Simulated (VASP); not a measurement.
A run of VASP 6.6.1 is set up as follows.

The input INCAR:

```
PREC = Accurate
ENCUT = 520
EDIFF = 1E-7
ISMEAR = 0
SIGMA = 0.02
LREAL = F
LASPH = T
NELM = 80
ALGO = Normal
ISIF = 2
LWAVE = F
LCHARG = F
GGA = PS
NBANDS = 35
```

The input KPOINTS:

```
Automatic mesh
0
Gamma
  12 12 2
```

The input POSCAR:

```
WSe2
1.0
    3.2629181301      0.0000000000      0.0000000000
   -1.6314590650      2.8257699911      0.0000000000
    0.0000000000      0.0000000000     13.3559160617
W Se
2 4
Direct
    0.6666666667      0.3333333333      0.7500000000
    0.3333333333      0.6666666667      0.2500000000
    0.3333333333      0.6666666667      0.8766071121
    0.6666666667      0.3333333333      0.3766071121
    0.3333333333      0.6666666667      0.6233928879
    0.6666666667      0.3333333333      0.1233928879
```

Potentials or basis: VASP PAW PBE potentials, release 64 (W_sv, Se).

The run is started by

```bash
$ cat potpaw_PBE.64/W_sv/POTCAR potpaw_PBE.64/Se/POTCAR > POTCAR
$ mpirun -np 1 vasp_std > vasp.out
```

Estimate the pressure.

-0.5 GPa.

What does it give for the band gap on the k mesh?

1.08 eV (least direct gap 1.66 eV).

Stress tensor (GPa, compression positive):
```
 0.14  0.00  0.00
 0.00  0.14  0.00
 0.00  0.00 -1.68
```

Caveat: the cell differs from its parent crystal (uniaxial strain along c: +1.0 %); the PAW data sets were made with another functional, which shifts forces and pressure a little; spin-orbit coupling is left out, which moves the levels of the heavy elements; this functional lacks dispersion, which binds layers or chains, so the pressure and a relaxed spacing across them are unreliable. A k mesh can miss the band edges.
